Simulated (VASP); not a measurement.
# Ti3Si (P6_3/mmc) in VASP: notebook

The runs below take Ti3Si through single point, relaxation of shape and atoms at fixed volume, with PBEsol.

Everything below comes from runs of VASP 6.6.1. Logs are shortened: lines on timing, memory, paths and dates and some standing lists are left out, and cuts for length are marked.

## Step 1: The cell of the first run

It takes space group P6_3/mmc (No. 194, hexagonal). Conventional cell: a = 5.772 Å, b = 5.772 Å, c = 4.604 Å, α = 90.00°, β = 90.00°, γ = 120.00°. Ti (site symmetry mm2) has 8 Ti at 2.79 to 2.98 Å and 4 Si at 2.81 to 2.89 Å within 3.7 Å. Within 3.7 Å of Si (site symmetry -6m2) lie 12 Ti at 2.81 to 2.89 Å.

## Step 2: Single point, PBEsol (16.61 Å³/atom)

Input file INCAR:

```
PREC = Accurate
ENCUT = 520
EDIFF = 1E-6
ISMEAR = 0
SIGMA = 0.1
LREAL = False
LASPH = True
NELM = 100
ALGO = Fast
ISIF = 2
LWAVE = False
LCHARG = False
GGA = PS
NBANDS = 50
```

Input file KPOINTS:

```
Automatic mesh
0
Gamma
  6 6 8
```

Input file POSCAR:

```
Ti3Si
1.0
    5.7724147959      0.0000000000      0.0000000000
   -2.8862073980      4.9990578545      0.0000000000
    0.0000000000      0.0000000000      4.6042408773
Ti Si
6 2
Direct
    0.3439965720      0.1719982860      0.7500000000
    0.8280017140      0.1719982860      0.7500000000
    0.8280017140      0.6560034280      0.7500000000
    0.6560034280      0.8280017140      0.2500000000
    0.1719982860      0.8280017140      0.2500000000
    0.1719982860      0.3439965720      0.2500000000
    0.3333333333      0.6666666667      0.7500000000
    0.6666666667      0.3333333333      0.2500000000
```

Potentials or basis: VASP PAW PBE potentials, release 64 (Ti_sv, Si).

On the command line:

```sh
$ cat potpaw_PBE.64/Ti_sv/POTCAR potpaw_PBE.64/Si/POTCAR > POTCAR
$ mpirun -np 1 vasp_std > vasp.out
```

OUTCAR:

```text
PREC = Accurate
   ENCUT = 520
   EDIFF = 1E-6
   ISMEAR = 0
   LREAL = False
   LASPH = True
   NELM = 100
   ISIF = 2
   GGA = PS

 ion  position               nearest neighbor table
   1  0.344  0.172  0.750-   2 2.79   3 2.79   8 2.81   8 2.81   6 2.87   6 2.87   5 2.87   5 2.87
                             7 2.89   7 2.89
   2  0.828  0.172  0.750-   1 2.79   3 2.79   8 2.81   8 2.81   6 2.87   6 2.87   4 2.87   4 2.87
                             7 2.89   7 2.89
   3  0.828  0.656  0.750-   1 2.79   2 2.79   8 2.81   8 2.81   5 2.87   5 2.87   4 2.87   4 2.87
                             7 2.89   7 2.89
   4  0.656  0.828  0.250-   5 2.79   6 2.79   7 2.81   7 2.81   3 2.87   3 2.87   2 2.87   2 2.87
                             8 2.89   8 2.89
   5  0.172  0.828  0.250-   4 2.79   6 2.79   7 2.81   7 2.81   3 2.87   3 2.87   1 2.87   1 2.87
                             8 2.89   8 2.89
   6  0.172  0.344  0.250-   4 2.79   5 2.79   7 2.81   7 2.81   2 2.87   2 2.87   1 2.87   1 2.87
                             8 2.89   8 2.89
   7  0.333  0.667  0.750-   5 2.81   5 2.81   4 2.81   4 2.81   6 2.81   6 2.81   3 2.89   1 2.89
                             2 2.89   2 2.89   3 2.89   1 2.89
   8  0.667  0.333  0.250-   2 2.81   2 2.81   1 2.81   1 2.81   3 2.81   3 2.81   6 2.89   4 2.89
                             5 2.89   5 2.89   6 2.89   4 2.89

  LATTYP: Found a hexagonal cell.
 ALAT       =     5.7724147959
 C/A-ratio  =     0.7976282094

  Lattice vectors:

 A1 = (   5.7724147959,   0.0000000000,   0.0000000000)
 A2 = (  -2.8862073980,   4.9990578545,   0.0000000000)
 A3 = (   0.0000000000,   0.0000000000,   4.6042408773)

Analysis of symmetry for initial positions (statically):
=====================================================================
 Subroutine PRICEL returns:
 Original cell was already a primitive cell.

 Routine SETGRP: Setting up the symmetry group for a
 hexagonal supercell.

 Subroutine GETGRP returns: Found 24 space group operations
 (whereof 12 operations were pure point group operations)
 out of a pool of 24 trial point group operations.

The static configuration has the point symmetry D_3d.
 The point group associated with its full space group is D_6h.

Analysis of symmetry for dynamics (positions and initial velocities):
=====================================================================
 Subroutine PRICEL returns:
 Original cell was already a primitive cell.

 Routine SETGRP: Setting up the symmetry group for a
 hexagonal supercell.

 Subroutine GETGRP returns: Found 24 space group operations
 (whereof 12 operations were pure point group operations)
 out of a pool of 24 trial point group operations.

The dynamic configuration has the point symmetry D_3d.
 The point group associated with its full space group is D_6h.

 Subroutine INISYM returns: Found 24 space group operations
 (whereof 12 operations are pure point group operations),
 and found     1 'primitive' translations

----------------------------------------------------------------------------------------

                                     Primitive cell

  volume of cell :     132.8629

  direct lattice vectors                    reciprocal lattice vectors
     5.772414796  0.000000000  0.000000000     0.173237724  0.100018846  0.000000000
    -2.886207398  4.999057855  0.000000000     0.000000000  0.200037693  0.000000000
     0.000000000  0.000000000  4.604240877     0.000000000  0.000000000  0.217191069

  length of vectors
     5.772414796  5.772414796  4.604240877     0.200037693  0.200037693  0.217191069

  position of ions in fractional coordinates (direct lattice)
     0.343996572  0.171998286  0.750000000
     0.828001714  0.171998286  0.750000000
     0.828001714  0.656003428  0.750000000
     0.656003428  0.828001714  0.250000000
     0.171998286  0.828001714  0.250000000
     0.171998286  0.343996572  0.250000000
     0.333333333  0.666666667  0.750000000
     0.666666667  0.333333333  0.250000000

  ion indices of the primitive-cell ions
   primitive index   ion index
                 1           1
                 2           2
                 3           3
                 4           4
                 5           5
                 6           6
                 7           7
                 8           8

----------------------------------------------------------------------------------------

 KPOINTS: Automatic mesh

Automatic generation of k-mesh.
 Grid dimensions read from file:
 generate k-points for:    6    6    8

 Generating k-lattice:

  Cartesian coordinates                     Fractional coordinates (reciprocal lattice)
     0.028872954  0.016669808  0.000000000     0.166666667  0.000000000  0.000000000
     0.000000000  0.033339615  0.000000000     0.000000000  0.166666667  0.000000000
     0.000000000  0.000000000  0.027148884     0.000000000  0.000000000  0.125000000

  Length of vectors
[... 43 lines left out ...]
   NSW    =      0    number of steps for IOM
   IBRION =     -1    ionic relax: 0-MD 1-quasi-New 2-CG
   NFREE  =      0    steps in history (QN), initial steepest desc. (CG)
   ISIF   =      2    stress and relaxation
   ISYM   =      2    0-nonsym 1-usesym 2-fastsym
   POTIM  = 0.5000    time-step for ionic-motion
   TEBEG  =    0.0;   TEEND  =   0.0 temperature during run
   PSTRESS=    0.0 pullay stress
   NELECT =      80.0000    total number of electrons
   NUPDOWN=      -1.0000    fix difference up-down
   EMIN   =  10.00;   EMAX   =-10.00  energy-range for DOS
   EFERMI =   0.00;   METHOD = LEGACY
   ISMEAR =     0;   SIGMA  =   0.10  broadening in eV -4-tet -1-fermi 0-gaus
   EFERMI_NEDOS =   21; number of points for ismear=-14 and -15
   IALGO  =     68    algorithm
   IMIX   =      4    mixing-type and parameters
     AMIX     =   0.40;   BMIX     =  1.00
     AMIX_MAG =   1.60;   BMIX_MAG =  1.00
  volume/ion in A,a.u.               =      16.61       112.08
  Fermi-wavevector in a.u.,A,eV,Ry     =   1.382410  2.612376 26.001521  1.911058
  Thomas-Fermi vector in A             =   2.507104
   LORBIT       =      0    0 simple, 1 ext, 2 COOP (PROOUT), +10 PAW based schemes
   GGA     = PS    functional components
   LHFCALC =     F    Hartree Fock is set to
   AEXX    =    0.0000 exact exchange contribution
   IVDW    =     0    specifies the selected vdW correction
   LEPSILON=     F    determine dielectric tensor
   LRPA    =     F    only Hartree local field effects (RPA)
 non-spin polarized calculation
 RMM-DIIS sequential band-by-band and
 Gauss-broadening in eV      SIGMA  =   0.10
  energy-cutoff  :      520.00
  volume of cell :      132.86
 maximum number of plane-waves:      3605
 NGX is ok and might be reduce to    48
   NGX = 21   NGY = 21   NGZ = 17

 number of electron      80.0000022 magnetization

 Free energy of the ion-electron system (eV)
  ---------------------------------------------------
  ext. energy  EPLUGINS =         0.00000000
  ---------------------------------------------------
  free energy    TOTEN  =       -65.22247843 eV

  energy without entropy =      -65.18520190  energy(sigma->0) =      -65.20384017

 E-fermi :   8.5891     XC(G=0): -11.5538

 val. band max:        8.5836251845   @ k =   0.3333   0.0000   0.3750
 cond. band min:       8.5904989152   @ k =   0.3333   0.1667   0.0000
 fundamental gap:      0.0068737306
 Fermi energy:         8.5890655599

 k-point     1 :       0.0000    0.0000    0.0000
  band No.  band energies     occupation
      1     -48.0413      2.00000
      2     -47.9454      2.00000
      3     -47.9440      2.00000
      4     -47.9440      2.00000
      5     -47.8981      2.00000
      6     -47.8981      2.00000
[... 42 lines left out ...]
     49      10.5043      0.00000
     50      10.9443      0.00000

 k-point     2 :       0.1667    0.0000    0.0000
  band No.  band energies     occupation
      1     -48.0356      2.00000
      2     -47.9522      2.00000
      3     -47.9442      2.00000
      4     -47.9433      2.00000
      5     -47.8979      2.00000
      6     -47.8979      2.00000
[... 1158 lines left out ...]
 k-point    24 :       0.3333    0.0000    0.3750
  band No.  band energies     occupation
      1     -47.9948      2.00000
      2     -47.9700      2.00000
      3     -47.9431      2.00000
      4     -47.9300      2.00000
      5     -47.9216      2.00000
      6     -47.9121      2.00000
[... 42 lines left out ...]
     49      10.2181      0.00000
     50      10.3078      0.00000

 [... further k-points ...]

------------------------ aborting loop because EDIFF is reached ----------------------------------------

  FORCE on cell =-STRESS in cart. coord.  units (eV):
  Direction    XX          YY          ZZ          XY          YZ          ZX
  --------------------------------------------------------------------------------------
  -------------------------------------------------------------------------------------
  Total       -9.5174073     -9.5174073     -9.4788977      0.0000000      0.0000000      0.0000000
  in kB     -114.7692403   -114.7692403   -114.3048580      0.0000000      0.0000000      0.0000000
  external PRESSURE =    -114.6144462 kB  Pullay stress =       0.0000000 kB

 VOLUME and BASIS-vectors are now :
 -----------------------------------------------------------------------------
  energy-cutoff  :      520.00
  volume of cell :      132.86
      direct lattice vectors                 reciprocal lattice vectors
     5.772414796  0.000000000  0.000000000     0.173237724  0.100018846  0.000000000
    -2.886207398  4.999057855  0.000000000     0.000000000  0.200037693  0.000000000
     0.000000000  0.000000000  4.604240877     0.000000000  0.000000000  0.217191069

 POSITION                                       TOTAL-FORCE (eV/Angst)
 -----------------------------------------------------------------------------------
      1.48927      0.85983      3.45318        -0.013356     -0.007711      0.000000
      4.28315      0.85983      3.45318         0.013356     -0.007711      0.000000
      2.88621      3.27940      3.45318        -0.000000      0.015422      0.000000
      1.39694      4.13923      1.15106         0.013356      0.007711      0.000000
     -1.39694      4.13923      1.15106        -0.013356      0.007711      0.000000
     -0.00000      1.71966      1.15106         0.000000     -0.015422     -0.000000
     -0.00000      3.33271      3.45318         0.000000     -0.000000      0.000000
      2.88621      1.66635      1.15106         0.000000     -0.000000      0.000000
 -----------------------------------------------------------------------------------
    total drift:                               -0.000001      0.000000     -0.000000

  FREE ENERGIE OF THE ION-ELECTRON SYSTEM (eV)
  ---------------------------------------------------
  free  energy   TOTEN  =       -65.2224784267 eV

  energy  without entropy=      -65.1852019044  energy(sigma->0) =      -65.20384017
```

It took 12 min on 1 thread of Intel Xeon 6975P-C (Granite Rapids), shared host; peak memory 0.37 GiB.

Results:

| Property | Result |
| --- | --- |
| Free energy | -65.2225 eV |
| Pressure | -11.5 GPa |
| Largest force | 0.015 eV/Å |
| Band gap on the k mesh | zero (bands 40 and 41 overlap by 0.30 eV) |

Forces on the atoms (eV/Å):
```
Ti  -0.013 -0.008  0.000
Ti   0.013 -0.008  0.000
Ti   0.000  0.015  0.000
Ti   0.013  0.008  0.000
Ti  -0.013  0.008  0.000
Ti   0.000 -0.015  0.000
Si   0.000  0.000  0.000
Si   0.000  0.000  0.000
```

Levels at points of the mesh, in eV from the Fermi level:
| k point | band 37 | band 38 | band 39 | band 40 | band 41 | band 42 | band 43 | band 44 |
| --- | --- | --- | --- | --- | --- | --- | --- | --- |
| (0.00, 0.00, 0.00) | -1.23 | -1.23 | -0.70 | -0.39 | 0.43 | 0.43 | 0.44 | 0.50 |
| (0.50, 0.00, 0.00) | -0.89 | -0.65 | -0.64 | 0.02 | 0.29 | 0.40 | 0.50 | 0.75 |
| (0.00, 0.00, 0.50) | -1.09 | -1.09 | -0.46 | -0.46 | -0.03 | -0.03 | -0.03 | -0.03 |
| (0.50, 0.00, 0.50) | -0.46 | -0.46 | -0.27 | -0.27 | -0.01 | -0.01 | 0.51 | 0.51 |

Caveat: the cell stands under tension; the PAW data sets were made with another functional, which shifts forces and pressure a little.

## Step 3: Relaxation of shape and atoms at fixed volume, PBEsol (16.61 Å³/atom)

Input file INCAR:

```
PREC = Accurate
ENCUT = 600
EDIFF = 1E-6
ISMEAR = 0
SIGMA = 0.1
LREAL = F
LASPH = T
NELM = 60
ALGO = Fast
ISIF = 4
LWAVE = F
LCHARG = F
GGA = PS
IBRION = 2
NSW = 50
EDIFFG = -0.01
```

Input file KPOINTS:

```
regular mesh
0
Gamma
  6 6 8
```

Input file POSCAR:

```
Ti3Si
1.0
    5.7671947250      0.0000000000      0.0000000000
   -2.8835973625      4.9945371404      0.0000000000
    0.0000000000      0.0000000000      4.6125795384
Ti Si
6 2
Direct
    0.3433769997      0.1716884998      0.7500000000
    0.8283115002      0.1716884998      0.7500000000
    0.8283115002      0.6566230003      0.7500000000
    0.6566230003      0.8283115002      0.2500000000
    0.1716884998      0.8283115002      0.2500000000
    0.1716884998      0.3433769997      0.2500000000
    0.3333333333      0.6666666667      0.7500000000
    0.6666666667      0.3333333333      0.2500000000
```

Potentials or basis: VASP PAW PBE potentials, release 64 (Ti_sv, Si).

On the command line:

```sh
$ cat potpaw_PBE.64/Ti_sv/POTCAR potpaw_PBE.64/Si/POTCAR > POTCAR
$ mpirun -np 1 vasp_std > vasp.out
```

It took 15 min on 1 thread of Intel Xeon 6975P-C (Granite Rapids), shared host; peak memory 0.45 GiB.

The run converged. Its results:

```
Free energy                  : -65.2226 eV
Energy gained by relaxing    : 0.0 meV/atom
Ionic steps                  : 2
Pressure after relaxing      : -11.5 GPa
Largest force after relaxing : 0.005 eV/Å
Band gap on the k mesh       : zero (bands 40 and 41 overlap by 0.30 eV)
```

Forces on the atoms (eV/Å):
```
Ti   0.004  0.003  0.000
Ti  -0.004  0.003  0.000
Ti   0.000 -0.005  0.000
Ti  -0.004 -0.003  0.000
Ti   0.004 -0.003  0.000
Ti   0.000  0.005  0.000
Si   0.000  0.000  0.000
Si   0.000  0.000  0.000
```

Stress tensor (GPa, compression positive):
```
-11.44   0.00   0.00
  0.00 -11.44   0.00
  0.00   0.00 -11.53
```

Step by step:
```
step  energy change (eV)  largest force (eV/Å)  pressure (GPa)  volume (Å³)
   1              0.0000                0.0131          -11.45       132.86
   2             -0.0002                0.0052          -11.47       132.86
```

Final structure:
```
CELL_PARAMETERS angstrom
5.76958 0.00000 0.00000
-2.88479 4.99660 0.00000
0.00000 0.00000 4.60876
ATOMIC_POSITIONS crystal
Ti 0.34350 0.17175 0.75000
Ti 0.82825 0.17175 0.75000
Ti 0.82825 0.65650 0.75000
Ti 0.65650 0.82825 0.25000
Ti 0.17175 0.82825 0.25000
Ti 0.17175 0.34350 0.25000
Si 0.33333 0.66667 0.75000
Si 0.66667 0.33333 0.25000
```

Levels at points of the mesh, in eV from the Fermi level:
```
           k point  band 36  band 37  band 38  band 39  band 40  band 41  band 42  band 43  band 44  band 45
(0.00, 0.00, 0.00)    -1.55    -1.23    -1.23    -0.71    -0.39     0.43     0.43     0.45     0.50     0.50
(0.50, 0.00, 0.00)    -1.04    -0.89    -0.64    -0.64     0.03     0.29     0.40     0.50     0.75     1.04
(0.00, 0.00, 0.50)    -1.38    -1.09    -1.09    -0.47    -0.47    -0.04    -0.04    -0.04    -0.04     1.45
(0.50, 0.00, 0.50)    -0.56    -0.46    -0.46    -0.27    -0.27    -0.01    -0.01     0.50     0.50     1.01
```

Caveat: the PAW data sets were made with another functional, which shifts forces and pressure a little.

## Step 4: Single point, PBEsol

This run uses another cell than the first one, of 15.10 Å³/atom.

Input file INCAR:

```
  ALGO = Fast
  EDIFF = 1E-6
  ENCUT = 520
  GGA = PS
  ISIF = 2
  ISMEAR = 0
  LASPH = True
  LCHARG = False
  LREAL = False
  LWAVE = False
  NBANDS = 50
  NELM = 60
  PREC = Accurate
  SIGMA = 0.15
```

Input file KPOINTS:

```
k-points
0
Gamma
  12 12 10
```

Input file POSCAR:

```
Ti3Si
1.0
    5.5838061708      0.0000000000      0.0000000000
   -2.7919030854      4.8357179938      0.0000000000
    0.0000000000      0.0000000000      4.4732147126
Ti Si
6 2
Direct
    0.3431759318      0.1715879659      0.7500000000
    0.8284120341      0.1715879659      0.7500000000
    0.8284120341      0.6568240682      0.7500000000
    0.6568240682      0.8284120341      0.2500000000
    0.1715879659      0.8284120341      0.2500000000
    0.1715879659      0.3431759318      0.2500000000
    0.3333333333      0.6666666667      0.7500000000
    0.6666666667      0.3333333333      0.2500000000
```

On the command line:

```sh
$ cat potpaw_PBE.64/Ti_sv/POTCAR potpaw_PBE.64/Si/POTCAR > POTCAR
$ mpirun -np 1 vasp_std > vasp.out
```

Wall time 24 min (1 thread of Intel Xeon 6975P-C (Granite Rapids), shared host); peak memory 0.6 GiB.

The run converged. Its results:

| Item | Value |
| --- | --- |
| Free energy | -65.7084 eV |
| Pressure | 0.0 GPa |
| Largest force | 0.005 eV/Å |
| Band gap on the k mesh | zero (bands 40 and 41 overlap by 0.37 eV) |

Forces in eV/Å, atoms in the order of the input:
```
Ti  -0.004 -0.003  0.000
Ti   0.004 -0.003  0.000
Ti   0.000  0.005  0.000
Ti   0.004  0.003  0.000
Ti  -0.004  0.003  0.000
Ti   0.000 -0.005  0.000
Si   0.000  0.000  0.000
Si   0.000  0.000  0.000
```

Levels at points of the mesh, in eV from the Fermi level:
```csv
k point,band 37,band 38,band 39,band 40,band 41,band 42,band 43,band 44
"(0.00, 0.00, 0.00)",-1.41,-1.41,-0.66,-0.23,0.50,0.50,0.51,0.58
"(0.50, 0.00, 0.00)",-0.98,-0.69,-0.67,0.02,0.34,0.48,0.57,0.87
"(0.00, 0.00, 0.50)",-1.10,-1.10,-0.56,-0.56,-0.04,-0.04,-0.04,-0.04
"(0.50, 0.00, 0.50)",-0.53,-0.53,-0.29,-0.29,0.02,0.02,0.54,0.54
```

Caveat: the PAW data sets were made with another functional, which shifts forces and pressure a little.

## Step 5: Summary

| task | cell | k mesh | cutoff (eV) | smearing | gap on the mesh (eV) | pressure (GPa) | largest force (eV/Å) |
| --- | --- | --- | --- | --- | --- | --- | --- |
| single point | a = 5.772, b = 5.772, c = 4.604 Å, angles 90.0, 90.0, 120.0°, 8 atoms | 6 × 6 × 8 | 520 | gaussian 0.1 eV | none | -11.5 | 0.02 |
| relaxation of shape and atoms at fixed volume | relaxed from a = 5.767, b = 5.767, c = 4.613 Å, angles 90.0, 90.0, 120.0°, 8 atoms | 6 × 6 × 8 | 600 | gaussian 0.1 eV | none | -11.5 | 0.01 |
| single point | a = 5.584, b = 5.584, c = 4.473 Å, angles 90.0, 90.0, 120.0°, 8 atoms | 12 × 12 × 10 | 520 | gaussian 0.15 eV | none | 0.0 | 0.01 |

Alike in all rows: level PBEsol; potentials or basis VASP PAW PBE potentials, release 64 (Ti_sv, Si); no spin polarisation.

Caveats: the PAW data sets were made with another functional, which shifts forces and pressure a little; the cell stands under tension (at least some runs).

Absolute energies hang on the potentials; compare differences alone.
